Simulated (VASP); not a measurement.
Runs of VASP 6.6.1 on AlAs. The structure is that of space group F-43m (No. 216), or close to it. The cells are those of the table. 

| level | cell | k mesh | cutoff (eV) | gap on the mesh (eV) | pressure (GPa) |
| --- | --- | --- | --- | --- | --- |
| r2SCAN | a = 3.933 Å, angles 60.0°, 2 atoms | 6 × 6 × 6 | 550 | 1.70 | 5.4 |
| PBE | a = 4.015 Å, angles 60.0°, 2 atoms | 8 × 8 × 8 | 500 | 1.45 | 2.1 |
| r2SCAN | a = 4.094 Å, angles 60.0°, 2 atoms | 6 × 6 × 6 | 550 | (a) | -4.0 |
| r2SCAN | a = 4.055 Å, angles 60.0°, 2 atoms | 6 × 6 × 6 | 550 | 1.85 | -2.1 |
| r2SCAN | a = 4.015 Å, angles 60.0°, 2 atoms | 6 × 6 × 6 | 550 | 1.80 | 0.0 |
| PBE | a = 4.010 Å, angles 60.0°, 2 atoms | 6 × 6 × 6 | 500 | 1.44 | 2.4 |
| PBE | a = 3.968 Å, angles 60.0°, 2 atoms | 6 × 6 × 6 | 500 | 1.38 | 5.0 |
| PBE | a = 4.130 Å, angles 60.0°, 2 atoms | 6 × 6 × 6 | 500 | (b) | -3.3 |

Alike in all rows: task single point; potentials or basis VASP PAW PBE potentials, release 64 (Al, As); no spin polarisation; smearing gaussian 0.01 eV.

Task: Fill in the values left out.

Result: (a) 1.89; (b) 1.34.

Caveats: the PAW data sets were made with another functional, which shifts forces and pressure a little (some runs).

A k mesh can miss the band edges, and the runs leave out spin-orbit coupling on As.
